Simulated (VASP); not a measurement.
# GaF (F-43m) in VASP: notebook

The runs below take GaF through single point, with PBE, PBEsol+D3(BJ).

Program: VASP 6.6.1. These are calculated values, not measurements. Logs are shortened: lines on timing, memory, paths and dates and some standing lists are left out, and cuts for length are marked.

**1. The cell of the first run**

It takes space group F-43m (No. 216, cubic). Conventional cell: a = 5.154 Å, b = 5.154 Å, c = 5.154 Å, α = 90.00°, β = 90.00°, γ = 90.00°. Within 3.0 Å of Ga (site symmetry -43m) lie 4 F at 2.23 Å. F (site symmetry -43m) has 4 Ga at 2.23 Å within 3.0 Å.

**2. Single point, PBE**

Input file INCAR:

```
SYSTEM = GaF
PREC = Accurate
ENCUT = 600
EDIFF = 1E-6
ISMEAR = 0
SIGMA = 0.020999999999999998
LREAL = .False.
LASPH = .True.
NELM = 120
ALGO = Normal
ISIF = 2
LWAVE = .False.
LCHARG = .False.
GGA = PE
NBANDS = 17
GGA_COMPAT = .False.
```

Input file KPOINTS:

```
Automatic mesh
0
Gamma
  9 9 9
  0 0 0
```

Input file POSCAR:

```
GaF
1.0
    0.0000000000      2.5769602800      2.5769602800
    2.5769602800      0.0000000000      2.5769602800
    2.5769602800      2.5769602800      0.0000000000
Ga F
1 1
Direct
    0.2500000000      0.2500000000      0.2500000000
    0.0000000000      0.0000000000      0.0000000000
```

Potentials or basis: VASP PAW PBE potentials, release 64 (Ga_d, F).

Run with:

```
cat potpaw_PBE.64/Ga_d/POTCAR potpaw_PBE.64/F/POTCAR > POTCAR
mpirun -np 1 vasp_std > vasp.out
```

OUTCAR:

```text
SYSTEM = GaF
   PREC = Accurate
   ENCUT = 600
   EDIFF = 1E-6
   ISMEAR = 0
   LREAL = .False.
   LASPH = .True.
   NELM = 120
   ISIF = 2
   GGA = PE

 ion  position               nearest neighbor table
   1  0.250  0.250  0.250-   2 2.23   2 2.23   2 2.23   2 2.23
   2  0.000  0.000  0.000-   1 2.23   1 2.23   1 2.23   1 2.23

  LATTYP: Found a face centered cubic cell.
 ALAT       =     5.1539205600

  Lattice vectors:

 A1 = (   0.0000000000,   2.5769602800,   2.5769602800)
 A2 = (   2.5769602800,   0.0000000000,   2.5769602800)
 A3 = (   2.5769602800,   2.5769602800,   0.0000000000)

Analysis of symmetry for initial positions (statically):
=====================================================================
 Subroutine PRICEL returns:
 Original cell was already a primitive cell.

 Routine SETGRP: Setting up the symmetry group for a
 face centered cubic supercell.

 Subroutine GETGRP returns: Found 24 space group operations
 (whereof 24 operations were pure point group operations)
 out of a pool of 48 trial point group operations.

The static configuration has the point symmetry T_d .

Analysis of symmetry for dynamics (positions and initial velocities):
=====================================================================
 Subroutine PRICEL returns:
 Original cell was already a primitive cell.

 Routine SETGRP: Setting up the symmetry group for a
 face centered cubic supercell.

 Subroutine GETGRP returns: Found 24 space group operations
 (whereof 24 operations were pure point group operations)
 out of a pool of 48 trial point group operations.

The dynamic configuration has the point symmetry T_d .

 Subroutine INISYM returns: Found 24 space group operations
 (whereof 24 operations are pure point group operations),
 and found     1 'primitive' translations

----------------------------------------------------------------------------------------

                                     Primitive cell

  volume of cell :      34.2258

  direct lattice vectors                    reciprocal lattice vectors
     0.000000000  2.576960280  2.576960280    -0.194027050  0.194027050  0.194027050
     2.576960280  0.000000000  2.576960280     0.194027050 -0.194027050  0.194027050
     2.576960280  2.576960280  0.000000000     0.194027050  0.194027050 -0.194027050

  length of vectors
     3.644372178  3.644372178  3.644372178     0.336064708  0.336064708  0.336064708

  position of ions in fractional coordinates (direct lattice)
     0.250000000  0.250000000  0.250000000
     0.000000000  0.000000000  0.000000000

  ion indices of the primitive-cell ions
   primitive index   ion index
                 1           1
                 2           2

----------------------------------------------------------------------------------------

 KPOINTS: Automatic mesh

Automatic generation of k-mesh.
 Grid dimensions read from file:
 generate k-points for:    9    9    9

 Generating k-lattice:

  Cartesian coordinates                     Fractional coordinates (reciprocal lattice)
    -0.021558561  0.021558561  0.021558561     0.111111111  0.000000000  0.000000000
     0.021558561 -0.021558561  0.021558561     0.000000000  0.111111111  0.000000000
     0.021558561  0.021558561 -0.021558561     0.000000000  0.000000000  0.111111111

  Length of vectors
     0.037340523  0.037340523  0.037340523

  Shift w.r.t. Gamma in fractional coordinates (k-lattice)
     0.000000000  0.000000000  0.000000000

 Subroutine IBZKPT returns following result:
 ===========================================

 Found     35 irreducible k-points:

 Following reciprocal coordinates:
            Coordinates               Weight
  0.000000  0.000000  0.000000      1.000000
  0.111111  0.000000  0.000000      8.000000
  0.222222  0.000000  0.000000      8.000000
  0.333333  0.000000  0.000000      8.000000
  0.444444  0.000000  0.000000      8.000000
  0.111111  0.111111  0.000000      6.000000
[... 16 lines left out ...]
 -0.333333  0.333333  0.000000     12.000000
  0.444444  0.444444  0.000000      6.000000
 [... further k-points ...]
   k-points           NKPTS =     35   k-points in BZ     NKDIM =     35   number of bands    NBANDS=     17
   number of dos      NEDOS =    301   number of ions     NIONS =      2
   total plane-waves  NPLWV =  27000
   dimension x,y,z NGX =    30 NGY =   30 NGZ =   30
   dimension x,y,z NGXF=    60 NGYF=   60 NGZF=   60
   ions per type =               1   1
   NGX,Y,Z   is equivalent  to a cutoff of  13.69, 13.69, 13.69 a.u.
   NGXF,Y,Z  is equivalent  to a cutoff of  27.37, 27.37, 27.37 a.u.
 SYSTEM =  GaF
   PREC   = accura    normal or accurate (medium, high low for compatibility)
   ISTART =      0    job   : 0-new  1-cont  2-samecut
   ICHARG =      2    charge: 1-file 2-atom 10-const
   ISPIN  =      1    spin polarized calculation?
   LNONCOLLINEAR =      F non collinear calculations
   LSORBIT =      F    spin-orbit coupling
   LASPH  =      T    aspherical Exc in radial PAW
   ENCUT  =  600.0 eV  44.10 Ry    6.64 a.u.   7.28  7.28  7.28*2*pi/ulx,y,z
   NELM   =    120;   NELMIN=  2; NELMDL= -5     # of ELM steps
   EDIFF  = 0.1E-05   stopping-criterion for ELM
   LREAL  =      F    real-space projection
   EDIFFG = 0.1E-04   stopping-criterion for IOM
   NSW    =      0    number of steps for IOM
   IBRION =     -1    ionic relax: 0-MD 1-quasi-New 2-CG
   NFREE  =      0    steps in history (QN), initial steepest desc. (CG)
   ISIF   =      2    stress and relaxation
   ISYM   =      2    0-nonsym 1-usesym 2-fastsym
   POTIM  = 0.5000    time-step for ionic-motion
   TEBEG  =    0.0;   TEEND  =   0.0 temperature during run
   PSTRESS=    0.0 pullay stress
   NELECT =      20.0000    total number of electrons
   NUPDOWN=      -1.0000    fix difference up-down
   EMIN   =  10.00;   EMAX   =-10.00  energy-range for DOS
   EFERMI =   0.00;   METHOD = LEGACY
   ISMEAR =     0;   SIGMA  =   0.02  broadening in eV -4-tet -1-fermi 0-gaus
   EFERMI_NEDOS =   21; number of points for ismear=-14 and -15
   IALGO  =     38    algorithm
   IMIX   =      4    mixing-type and parameters
     AMIX     =   0.40;   BMIX     =  1.00
     AMIX_MAG =   1.60;   BMIX_MAG =  1.00
  volume/ion in A,a.u.               =      17.11       115.48
  Fermi-wavevector in a.u.,A,eV,Ry     =   1.368675  2.586421 25.487415  1.873272
  Thomas-Fermi vector in A             =   2.494618
   LORBIT       =      0    0 simple, 1 ext, 2 COOP (PROOUT), +10 PAW based schemes
   GGA     = PE    functional components
   LHFCALC =     F    Hartree Fock is set to
   AEXX    =    0.0000 exact exchange contribution
   IVDW    =     0    specifies the selected vdW correction
   LEPSILON=     F    determine dielectric tensor
   LRPA    =     F    only Hartree local field effects (RPA)
 non-spin polarized calculation
 Gauss-broadening in eV      SIGMA  =   0.02
  energy-cutoff  :      600.00
  volume of cell :       34.23
 maximum number of plane-waves:      1158
 NGX is ok and might be reduce to    30
   NGX = 15   NGY = 15   NGZ = 15

 number of electron      19.9999992 magnetization

 Free energy of the ion-electron system (eV)
  ---------------------------------------------------
  ext. energy  EPLUGINS =         0.00000000
  ---------------------------------------------------
  free energy    TOTEN  =        -7.11591455 eV

  energy without entropy =       -7.11591455  energy(sigma->0) =       -7.11591455

 E-fermi :   3.2697     XC(G=0):  -9.4355

 val. band max:        3.0846185603   @ k =  -0.4444   0.4444   0.0000
 cond. band min:       4.0909754959   @ k =  -0.4444   0.4444   0.0000
 fundamental gap:      1.0063569356
 Fermi energy:         3.2697130206

 k-point     1 :       0.0000    0.0000    0.0000
  band No.  band energies     occupation
      1     -21.3770      2.00000
      2     -11.3942      2.00000
      3     -11.3942      2.00000
      4     -11.3942      2.00000
      5     -11.3035      2.00000
      6     -11.3035      2.00000
[... 9 lines left out ...]
     16      17.1002      0.00000
     17      17.1002      0.00000

 k-point     2 :       0.1111    0.0000    0.0000
  band No.  band energies     occupation
      1     -21.3637      2.00000
      2     -11.3890      2.00000
      3     -11.3890      2.00000
      4     -11.3815      2.00000
      5     -11.3037      2.00000
      6     -11.3037      2.00000
[... 9 lines left out ...]
     16      16.5849      0.00000
     17      16.5849      0.00000

 k-point     3 :       0.2222    0.0000    0.0000
  band No.  band energies     occupation
      1     -21.3300      2.00000
      2     -11.3780      2.00000
      3     -11.3780      2.00000
      4     -11.3457      2.00000
      5     -11.3020      2.00000
      6     -11.3020      2.00000
[... 9 lines left out ...]
     16      16.0461      0.00000
     17      17.6187      0.00000

 k-point     4 :       0.3333    0.0000    0.0000
  band No.  band energies     occupation
      1     -21.2916      2.00000
      2     -11.3703      2.00000
      3     -11.3703      2.00000
      4     -11.2980      2.00000
      5     -11.2951      2.00000
      6     -11.2951      2.00000
[... 9 lines left out ...]
     16      15.8910      0.00000
     17      18.1289      0.00000

 k-point     5 :       0.4444    0.0000    0.0000
  band No.  band energies     occupation
      1     -21.2664      2.00000
      2     -11.3682      2.00000
      3     -11.3682      2.00000
      4     -11.2876      2.00000
      5     -11.2876      2.00000
      6     -11.2624      2.00000
[... 9 lines left out ...]
     16      15.9335      0.00000
     17      17.7922      0.00000

 k-point     6 :       0.1111    0.1111    0.0000
  band No.  band energies     occupation
      1     -21.3593      2.00000
      2     -11.3839      2.00000
      3     -11.3839      2.00000
      4     -11.3838      2.00000
      5     -11.3072      2.00000
      6     -11.3007      2.00000
[... 9 lines left out ...]
     16      17.7935      0.00000
     17      17.7935      0.00000

 k-point     7 :       0.2222    0.1111    0.0000
  band No.  band energies     occupation
      1     -21.3325      2.00000
      2     -11.3773      2.00000
      3     -11.3719      2.00000
      4     -11.3556      2.00000
      5     -11.3091      2.00000
      6     -11.2976      2.00000
[... 9 lines left out ...]
     16      17.5886      0.00000
     17      18.0062      0.00000

 k-point     8 :       0.3333    0.1111    0.0000
  band No.  band energies     occupation
      1     -21.2957      2.00000
      2     -11.3696      2.00000
      3     -11.3624      2.00000
      4     -11.3183      2.00000
      5     -11.2973      2.00000
      6     -11.2917      2.00000
[... 9 lines left out ...]
     16      17.0847      0.00000
     17      18.5101      0.00000
[... 203 lines left out ...]
      1     -21.2779      2.00000
      2     -11.3635      2.00000
      3     -11.3565      2.00000
      4     -11.3073      2.00000
      5     -11.3064      2.00000
      6     -11.2691      2.00000
[... 9 lines left out ...]
     16      17.1945      0.00000
     17      18.6806      0.00000

 k-point    20 :       0.3333    0.3333    0.0000
  band No.  band energies     occupation
      1     -21.2645      2.00000
      2     -11.3483      2.00000
      3     -11.3253      2.00000
      4     -11.3253      2.00000
      5     -11.2979      2.00000
      6     -11.2860      2.00000
[... 9 lines left out ...]
     16      20.9787      0.00000
     17      21.6514      0.00000

 k-point    21 :       0.4444    0.3333    0.0000
  band No.  band energies     occupation
      1     -21.2438      2.00000
      2     -11.3510      2.00000
      3     -11.3213      2.00000
      4     -11.3165      2.00000
      5     -11.2831      2.00000
      6     -11.2665      2.00000
[... 9 lines left out ...]
     16      20.2598      0.00000
     17      21.4541      0.00000

 k-point    22 :      -0.4444    0.3333    0.0000
  band No.  band energies     occupation
      1     -21.2327      2.00000
      2     -11.3541      2.00000
      3     -11.3182      2.00000
      4     -11.3171      2.00000
      5     -11.2867      2.00000
      6     -11.2344      2.00000
[... 9 lines left out ...]
     16      18.9811      0.00000
     17      20.9525      0.00000

 k-point    23 :      -0.3333    0.3333    0.0000
  band No.  band energies     occupation
      1     -21.2362      2.00000
      2     -11.3586      2.00000
      3     -11.3259      2.00000
      4     -11.3095      2.00000
      5     -11.2956      2.00000
      6     -11.2250      2.00000
[... 9 lines left out ...]
     16      17.7152      0.00000
     17      20.5811      0.00000

 k-point    24 :       0.4444    0.4444    0.0000
  band No.  band energies     occupation
      1     -21.2320      2.00000
      2     -11.3555      2.00000
      3     -11.3038      2.00000
      4     -11.3038      2.00000
      5     -11.2809      2.00000
      6     -11.2714      2.00000
[... 9 lines left out ...]
     16      22.5737      0.00000
     17      22.6677      0.00000

 [... further k-points ...]

------------------------ aborting loop because EDIFF is reached ----------------------------------------

  FORCE on cell =-STRESS in cart. coord.  units (eV):
  Direction    XX          YY          ZZ          XY          YZ          ZX
  --------------------------------------------------------------------------------------
  -------------------------------------------------------------------------------------
  Total        3.0885479      3.0885479      3.0885479      0.0000000     -0.0000000      0.0000000
  in kB      144.5811771    144.5811771    144.5811771      0.0000000     -0.0000000      0.0000000
  external PRESSURE =     144.5811771 kB  Pullay stress =       0.0000000 kB

 VOLUME and BASIS-vectors are now :
 -----------------------------------------------------------------------------
  energy-cutoff  :      600.00
  volume of cell :       34.23
      direct lattice vectors                 reciprocal lattice vectors
     0.000000000  2.576960280  2.576960280    -0.194027050  0.194027050  0.194027050
     2.576960280  0.000000000  2.576960280     0.194027050 -0.194027050  0.194027050
     2.576960280  2.576960280  0.000000000     0.194027050  0.194027050 -0.194027050

 POSITION                                       TOTAL-FORCE (eV/Angst)
 -----------------------------------------------------------------------------------
      1.28848      1.28848      1.28848         0.000000      0.000000      0.000000
      0.00000      0.00000      0.00000        -0.000000     -0.000000     -0.000000
 -----------------------------------------------------------------------------------
    total drift:                                0.000000      0.000000      0.000000

  FREE ENERGIE OF THE ION-ELECTRON SYSTEM (eV)
  ---------------------------------------------------
  free  energy   TOTEN  =        -7.1159145500 eV

  energy  without entropy=       -7.1159145500  energy(sigma->0) =       -7.11591455
```

It took 51 s on 1 thread of AMD EPYC 7R13, shared host; peak memory 0.15 GiB.

Results:

* Free energy: -7.1159 eV
* Pressure: 14.5 GPa
* Band gap on the k mesh: 1.01 eV, direct

A k mesh can miss the band edges. As with any semilocal functional, this PBE gap is likely too small.

**3. Single point, PBE**

Input file INCAR:

```
SYSTEM = GaF
PREC = Accurate ; ENCUT = 600
EDIFF = 1E-6 ; ISMEAR = 0
SIGMA = 0.022 ; LREAL = .False.
LASPH = .True. ; NELM = 120
ALGO = Normal ; ISIF = 2
LWAVE = .False. ; LCHARG = .True.
GGA = PE ; LELF = .True.
LVHAR = .True. ; NBANDS = 17
GGA_COMPAT = .False.
```

Input file KPOINTS:

```
regular mesh
0
Gamma
  9 9 9
  0 0 0
```

POSCAR is that of step 2.

Potentials or basis: VASP PAW PBE potentials, release 64 (Ga_d, F).

Run with:

```
cat potpaw_PBE.64/Ga_d/POTCAR potpaw_PBE.64/F/POTCAR > POTCAR
mpirun -np 1 vasp_std > vasp.out
```

Run time: 57 s. Hardware: 1 thread of AMD EPYC 7R13, shared host; peak memory 0.15 GiB.

The run converged. Its results:

| Quantity | Value |
| --- | --- |
| Free energy | -7.1159 eV |
| Pressure | 14.5 GPa |
| Band gap on the k mesh | 1.01 eV, direct |

Levels at points of the mesh, in eV from the valence-band top:
```
           k point  band 8  band 9  band 10  band 11  band 12  band 13
(0.00, 0.00, 0.00)   -5.57   -5.57    -5.38     6.68     6.68     6.68
```

A k mesh can miss the band edges. As with any semilocal functional, this PBE gap is likely too small.

(Part 1 of 2 ends here.)
